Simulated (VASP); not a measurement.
A run of VASP 6.6.1 is set up as follows.

The input INCAR:

```
SYSTEM = CsI
ALGO = Normal ; EDIFF = 1E-6
ENCUT = 500 ; GGA = PE
GGA_COMPAT = .FALSE. ; ISIF = 2
ISMEAR = 0 ; LASPH = .TRUE.
LCHARG = .FALSE. ; LREAL = .FALSE.
LWAVE = .FALSE. ; NBANDS = 15
NELM = 120 ; PREC = Accurate
SIGMA = 0.02
```

The input KPOINTS:

```
k-points
0
G
  6 6 6
  0 0 0
```

File POSCAR:

```
CsI
1.0
    4.6554345395      0.0000000000      0.0000000000
    0.0000000000      4.6554345395      0.0000000000
    0.0000000000      0.0000000000      4.6554345395
Cs I
1 1
Direct
    0.0000000000      0.0000000000      0.0000000000
    0.5000000000      0.5000000000      0.5000000000
```

Potentials or basis: VASP PAW PBE potentials, release 64 (Cs_sv, I).

Command:

```bash
$ cat potpaw_PBE.64/Cs_sv/POTCAR potpaw_PBE.64/I/POTCAR > POTCAR
$ mpirun -np 1 vasp_std > vasp.out
```

**Question.** Predict the pressure.

**Answer.** 0.1 GPa.

**Question.** Predict the band gap on the k mesh.

**Answer.** 3.70 eV (least direct gap 3.79 eV).

Caveat: spin-orbit coupling is left out, which moves the levels of the heavy elements. A k mesh can miss the band edges.
